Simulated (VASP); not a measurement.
Input of a VASP 6.6.1 run:

INCAR

```
SYSTEM = Al2Cu
PREC = Accurate
ENCUT = 520
EDIFF = 1E-7
ISMEAR = 0
SIGMA = 0.1
LREAL = .False.
LASPH = .True.
NELM = 80
ALGO = Fast
ISIF = 2
LWAVE = .False.
LCHARG = .False.
NBANDS = 26
```

KPOINTS

```
regular mesh
0
Gamma
  10 10 10
  0 0 0
```

File POSCAR:

```
Al2Cu
1.0
   -2.9663315828      2.9663315828      2.3924604098
    2.9663315828     -2.9663315828      2.3924604098
    2.9663315828      2.9663315828     -2.3924604098
Al Cu
4 2
Direct
    0.3404168149      0.1595831851      0.5000000000
    0.1595831851      0.6595831851      0.8191663701
    0.8404168149      0.3404168149      0.1808336299
    0.6595831851      0.8404168149      0.5000000000
    0.7500000000      0.7500000000      0.0000000000
    0.2500000000      0.2500000000      0.0000000000
```

Potentials or basis: VASP PAW LDA potentials, release 64 (Al, Cu).

Command:

```bash
$ cat potpaw_LDA.64/Al/POTCAR potpaw_LDA.64/Cu/POTCAR > POTCAR
$ mpirun -np 1 vasp_std > vasp.out
```

Q: Estimate the band gap on the k mesh.

A: Zero (bands 17 and 18 overlap by 4.47 eV).

Q: Predict the pressure.

A: 0.4 GPa.

Forces in eV/Å, atoms in the order of the input:
```
Al  -0.002  0.002  0.000
Al  -0.002 -0.002  0.000
Al   0.002  0.002  0.000
Al   0.002 -0.002  0.000
Cu   0.000  0.000  0.000
Cu   0.000  0.000  0.000
```
